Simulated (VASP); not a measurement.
# Zn (I4_1/amd) in VASP: a series of runs

The runs below take Zn through single point, with LDA.

All numbers are computed with VASP 6.6.1; they aren't measurements. Logs are shortened: lines on timing, memory, paths and dates and some standing lists are left out, and cuts for length are marked.

## (1) The cell of the first run

It takes space group I4_1/amd (No. 141, tetragonal). Conventional cell: a = 4.751 Å, b = 4.751 Å, c = 2.364 Å, α = 90.00°, β = 90.00°, γ = 90.00°. Within 3.1 Å of Zn (site symmetry -4m2) lie 10 Zn at 2.36 to 2.96 Å.

## (2) Single point, LDA

Contents of INCAR:

```
ALGO     = Normal         # electronic algorithm
EDIFF    = 1E-7           # SCF threshold, eV
ENCUT    = 520            # plane-wave cutoff, eV
GGA      = CA             # functional
ISIF     = 2              # what is computed and relaxed
ISMEAR   = -1             # smearing method
LASPH    = T              # aspherical terms in the spheres
LCHARG   = T              # write CHGCAR
LELF     = T              # ELF
LREAL    = F              # projectors in reciprocal space
LVHAR    = T            
LWAVE    = F              # write WAVECAR
NBANDS   = 19             # bands
NELM     = 60             # most SCF steps
PREC     = Accurate       # precision mode
SIGMA    = 0.1            # smearing width, eV
```

Contents of KPOINTS:

```
k-points
0
Gamma
  18 18 18
```

Contents of POSCAR:

```
Zn
1.0
   -2.3755858710      2.3755858710      1.1818061779
    2.3755858710     -2.3755858710      1.1818061779
    2.3755858710      2.3755858710     -1.1818061779
Zn
2
Direct
   -0.3750000000     -0.1250000000     -0.2500000000
    0.3750000000      0.1250000000      0.2500000000
```

Potentials or basis: VASP PAW LDA potentials, release 64 (Zn).

Launch:

```sh
$ cat potpaw_LDA.64/Zn/POTCAR > POTCAR
$ mpirun -np 1 vasp_std > vasp.out
```

OUTCAR:

```text
EDIFF = 1E-7
   ENCUT = 520
   GGA = CA
   ISIF = 2
   ISMEAR = -1
   LASPH = T
   LREAL = F
   NELM = 60
   PREC = Accurate

 ion  position               nearest neighbor table
   1  0.625  0.875  0.750-   2 2.45   2 2.45   2 2.45   2 2.45   2 2.96   2 2.96   2 2.96   2 2.96

   2  0.375  0.125  0.250-   1 2.45   1 2.45   1 2.45   1 2.45   1 2.96   1 2.96   1 2.96   1 2.96

  LATTYP: Found a body centered tetragonal cell.
 ALAT       =     4.7511717420
 C/A-ratio  =     0.4974798816

  Lattice vectors:

 A1 = (  -2.3755858710,   2.3755858710,   1.1818061779)
 A2 = (   2.3755858710,  -2.3755858710,   1.1818061779)
 A3 = (   2.3755858710,   2.3755858710,  -1.1818061779)

Analysis of symmetry for initial positions (statically):
=====================================================================
 Subroutine PRICEL returns:
 Original cell was already a primitive cell.

 Routine SETGRP: Setting up the symmetry group for a
 body centered tetragonal supercell.

 Subroutine GETGRP returns: Found 16 space group operations
 (whereof  4 operations were pure point group operations)
 out of a pool of 16 trial point group operations.

The static configuration has the point symmetry C_2h.
 The point group associated with its full space group is D_4h.

Analysis of symmetry for dynamics (positions and initial velocities):
=====================================================================
 Subroutine PRICEL returns:
 Original cell was already a primitive cell.

 Routine SETGRP: Setting up the symmetry group for a
 body centered tetragonal supercell.

 Subroutine GETGRP returns: Found 16 space group operations
 (whereof  4 operations were pure point group operations)
 out of a pool of 16 trial point group operations.

The dynamic configuration has the point symmetry C_2h.
 The point group associated with its full space group is D_4h.

 Subroutine INISYM returns: Found 16 space group operations
 (whereof  4 operations are pure point group operations),
 and found     1 'primitive' translations

----------------------------------------------------------------------------------------

                                     Primitive cell

  volume of cell :      26.6777

  direct lattice vectors                    reciprocal lattice vectors
[... 76 lines left out ...]
   NGXF,Y,Z  is equivalent  to a cutoff of  26.14, 26.14, 26.14 a.u.
 SYSTEM =  unknown system
   PREC   = accura    normal or accurate (medium, high low for compatibility)
   ISTART =      0    job   : 0-new  1-cont  2-samecut
   ICHARG =      2    charge: 1-file 2-atom 10-const
   ISPIN  =      1    spin polarized calculation?
   LNONCOLLINEAR =      F non collinear calculations
   LSORBIT =      F    spin-orbit coupling
   LASPH  =      T    aspherical Exc in radial PAW
   ENCUT  =  520.0 eV  38.22 Ry    6.18 a.u.   6.62  6.62  6.62*2*pi/ulx,y,z
   NELM   =     60;   NELMIN=  2; NELMDL= -5     # of ELM steps
   EDIFF  = 0.1E-06   stopping-criterion for ELM
   LREAL  =      F    real-space projection
   EDIFFG = 0.1E-05   stopping-criterion for IOM
   NSW    =      0    number of steps for IOM
   IBRION =     -1    ionic relax: 0-MD 1-quasi-New 2-CG
   NFREE  =      0    steps in history (QN), initial steepest desc. (CG)
   ISIF   =      2    stress and relaxation
   ISYM   =      2    0-nonsym 1-usesym 2-fastsym
   POTIM  = 0.5000    time-step for ionic-motion
   TEBEG  =    0.0;   TEEND  =   0.0 temperature during run
   PSTRESS=    0.0 pullay stress
   NELECT =      24.0000    total number of electrons
   NUPDOWN=      -1.0000    fix difference up-down
   EMIN   =  10.00;   EMAX   =-10.00  energy-range for DOS
   EFERMI =   0.00;   METHOD = LEGACY
   ISMEAR =    -1;   SIGMA  =   0.10  broadening in eV -4-tet -1-fermi 0-gaus
   EFERMI_NEDOS =   21; number of points for ismear=-14 and -15
   IALGO  =     38    algorithm
   IMIX   =      4    mixing-type and parameters
     AMIX     =   0.40;   BMIX     =  1.00
     AMIX_MAG =   1.60;   BMIX_MAG =  1.00
  volume/ion in A,a.u.               =      13.34        90.01
  Fermi-wavevector in a.u.,A,eV,Ry     =   1.580384  2.986493 33.982104  2.497614
  Thomas-Fermi vector in A             =   2.680620
   LORBIT       =      0    0 simple, 1 ext, 2 COOP (PROOUT), +10 PAW based schemes
   GGA     = CA    functional components
   LHFCALC =     F    Hartree Fock is set to
   AEXX    =    0.0000 exact exchange contribution
   IVDW    =     0    specifies the selected vdW correction
   LEPSILON=     F    determine dielectric tensor
   LRPA    =     F    only Hartree local field effects (RPA)
 non-spin polarized calculation
  energy-cutoff  :      520.00
  volume of cell :       26.68
 maximum number of plane-waves:       733
   NGX = 13   NGY = 13   NGZ = 13

 number of electron      23.9999986 magnetization

 Free energy of the ion-electron system (eV)
  ---------------------------------------------------
  ext. energy  EPLUGINS =         0.00000000
  ---------------------------------------------------
  free energy    TOTEN  =        -3.11791822 eV

  energy without entropy =       -3.09910267  energy(sigma->0) =       -3.10851044

 E-fermi :   3.8493     XC(G=0): -12.5544

 val. band max:        3.8474987822   @ k =   0.2778   0.1111   0.1111
 cond. band min:       3.8508962987   @ k =  -0.3889   0.4444   0.3333
 fundamental gap:      0.0033975164
 Fermi energy:         3.8493327389

 k-point     1 :       0.0000    0.0000    0.0000
  band No.  band energies     occupation
      1      -7.6180      2.00000
      2      -5.2781      2.00000
      3      -5.2043      2.00000
      4      -5.1538      2.00000
      5      -5.0194      2.00000
      6      -3.6954      2.00000
[... 505 lines left out ...]
      6      -4.0923      2.00000
[... 11 lines left out ...]
     18      18.9107      0.00000
     19      19.1564      0.00000

 [... further k-points ...]
[... 5 lines left out ...]
  --------------------------------------------------------------------------------------
  -------------------------------------------------------------------------------------
  Total        2.6319088      2.6319088      2.6869049      0.0000000      0.0000000      0.0000000
  in kB      158.0642653    158.0642653    161.3671601      0.0000000      0.0000000      0.0000000
  external PRESSURE =     159.1652302 kB  Pullay stress =       0.0000000 kB

 VOLUME and BASIS-vectors are now :
 -----------------------------------------------------------------------------
  energy-cutoff  :      520.00
  volume of cell :       26.68
      direct lattice vectors                 reciprocal lattice vectors
    -2.375585871  2.375585871  1.181806178     0.000000000  0.210474395  0.423081220
     2.375585871 -2.375585871  1.181806178     0.210474395  0.000000000  0.423081220
     2.375585871  2.375585871 -1.181806178     0.210474395  0.210474395  0.000000000

 POSITION                                       TOTAL-FORCE (eV/Angst)
 -----------------------------------------------------------------------------------
      2.37559      1.18779      0.88635        -0.000000      0.000000     -0.000000
      0.00000      1.18779      0.29545         0.000000     -0.000000      0.000000
 -----------------------------------------------------------------------------------
    total drift:                                0.000000      0.000000     -0.000000

  FREE ENERGIE OF THE ION-ELECTRON SYSTEM (eV)
  ---------------------------------------------------
  free  energy   TOTEN  =        -3.1179182160 eV

  energy  without entropy=       -3.0991026708  energy(sigma->0) =       -3.10851044
```

It took 99 s on 1 thread of Intel Xeon Platinum 8559C (Emerald Rapids), shared host; peak memory 0.29 GiB.

What came out:

| Item | Value |
| --- | --- |
| Free energy | -3.1179 eV |
| Pressure | 15.9 GPa |
| Band gap on the k mesh | zero (band 12 reaches 8.41 eV, above the bottom of band 13 at 0.95 eV) |

Levels at points of the mesh, in eV from the Fermi level:
| k point | band 9 | band 10 | band 11 | band 12 | band 13 | band 14 | band 15 | band 16 |
| --- | --- | --- | --- | --- | --- | --- | --- | --- |
| (0.00, 0.00, 0.00) | -7.53 | -7.36 | -7.06 | 1.08 | 1.08 | 4.33 | 6.71 | 14.62 |
| (0.50, 0.00, 0.00) | -7.35 | -7.13 | -2.81 | -1.02 | 2.71 | 3.89 | 5.74 | 7.35 |
| (0.50, 0.50, 0.00) | -7.42 | -7.42 | -6.98 | -6.98 | 5.60 | 5.60 | 7.91 | 7.91 |
| (0.50, 0.50, 0.50) | -7.50 | -7.50 | -4.31 | -4.31 | -2.90 | -2.90 | 16.71 | 16.71 |

## (3) Single point, LDA

Contents of INCAR:

```
SYSTEM = Zn
PREC = Accurate
ENCUT = 520
EDIFF = 1E-6
ISMEAR = -1
SIGMA = 0.1
LREAL = .False.
LASPH = .True.
NELM = 60
ALGO = Normal
ISIF = 2
LWAVE = .False.
LCHARG = .True.
LELF = .True.
LVHAR = .True.
NBANDS = 19
```

Contents of KPOINTS:

```
regular mesh
0
Gamma
  18 18 18
  0 0 0
```

POSCAR is that of step 2.

Potentials or basis: VASP PAW LDA potentials, release 64 (Zn).

Launch:

```sh
$ cat potpaw_LDA.64/Zn/POTCAR > POTCAR
$ mpirun -np 1 vasp_std > vasp.out
```

OUTCAR:

```text
SYSTEM = Zn
   PREC = Accurate
   ENCUT = 520
   EDIFF = 1E-6
   ISMEAR = -1
   LREAL = .False.
   LASPH = .True.
   NELM = 60
   ISIF = 2

 ion  position               nearest neighbor table
   1  0.625  0.875  0.750-   2 2.45   2 2.45   2 2.45   2 2.45   2 2.96   2 2.96   2 2.96   2 2.96

   2  0.375  0.125  0.250-   1 2.45   1 2.45   1 2.45   1 2.45   1 2.96   1 2.96   1 2.96   1 2.96

  LATTYP: Found a body centered tetragonal cell.
 ALAT       =     4.7511717420
 C/A-ratio  =     0.4974798816

  Lattice vectors:

 A1 = (  -2.3755858710,   2.3755858710,   1.1818061779)
 A2 = (   2.3755858710,  -2.3755858710,   1.1818061779)
[... 709 lines left out ...]
     18      18.9107      0.00000
     19      19.1564      0.00000

 [... further k-points ...]
[... 5 lines left out ...]
  --------------------------------------------------------------------------------------
  -------------------------------------------------------------------------------------
  Total        2.6212513      2.6212513      2.6749965      0.0000000      0.0000000     -0.0000000
  in kB      157.4242093    157.4242093    160.6519798      0.0000000      0.0000000     -0.0000000
  external PRESSURE =     158.5001328 kB  Pullay stress =       0.0000000 kB

 VOLUME and BASIS-vectors are now :
 -----------------------------------------------------------------------------
  energy-cutoff  :      520.00
  volume of cell :       26.68
      direct lattice vectors                 reciprocal lattice vectors
    -2.375585871  2.375585871  1.181806178     0.000000000  0.210474395  0.423081220
     2.375585871 -2.375585871  1.181806178     0.210474395  0.000000000  0.423081220
     2.375585871  2.375585871 -1.181806178     0.210474395  0.210474395  0.000000000

 POSITION                                       TOTAL-FORCE (eV/Angst)
 -----------------------------------------------------------------------------------
      2.37559      1.18779      0.88635         0.000000      0.000000     -0.000000
      0.00000      1.18779      0.29545        -0.000000     -0.000000      0.000000
 -----------------------------------------------------------------------------------
    total drift:                                0.000000      0.000000     -0.000000

  FREE ENERGIE OF THE ION-ELECTRON SYSTEM (eV)
  ---------------------------------------------------
  free  energy   TOTEN  =        -3.1179182045 eV

  energy  without entropy=       -3.0991026596  energy(sigma->0) =       -3.10851043
```

OSZICAR:

```text
N       E                     dE             d eps       ncg     rms          rms(c)
DAV:   1     0.112234484150E+03    0.11223E+03   -0.12313E+04 19080   0.208E+03
DAV:   2     0.193276992625E+01   -0.11030E+03   -0.10660E+03 18343   0.301E+02
DAV:   3    -0.342299032895E+01   -0.53558E+01   -0.53330E+01 20200   0.723E+01
DAV:   4    -0.345511730649E+01   -0.32127E-01   -0.32119E-01 19948   0.578E+00
DAV:   5    -0.345515697267E+01   -0.39666E-04   -0.39666E-04 19778   0.184E-01    0.583E+00
DAV:   6    -0.315445489651E+01    0.30070E+00   -0.10293E+00 20389   0.227E+01    0.395E+00
DAV:   7    -0.312879876535E+01    0.25656E-01   -0.45618E-02 22128   0.376E+00    0.196E+00
DAV:   8    -0.311794977058E+01    0.10849E-01   -0.34057E-03 23808   0.777E-01    0.597E-02
DAV:   9    -0.311791707719E+01    0.32693E-04   -0.30979E-04 22051   0.191E-01    0.291E-02
DAV:  10    -0.311791871040E+01   -0.16332E-05   -0.14266E-05 23105   0.496E-02    0.597E-03
DAV:  11    -0.311791820450E+01    0.50590E-06   -0.36876E-06 18951   0.322E-02
   1 F= -.31179182E+01 E0= -.31085104E+01  d E =-.188155E-01
```

It took 94 s on 1 thread of Intel Xeon Platinum 8559C (Emerald Rapids), shared host; peak memory 0.29 GiB.

Results:

* Free energy: -3.1179 eV
* Pressure: 15.9 GPa
* Band gap on the k mesh: zero (band 12 reaches 8.41 eV, above the bottom of band 13 at 0.95 eV)

Stress tensor (GPa, compression positive):
```
15.74  0.00  0.00
 0.00 15.74  0.00
 0.00  0.00 16.07
```
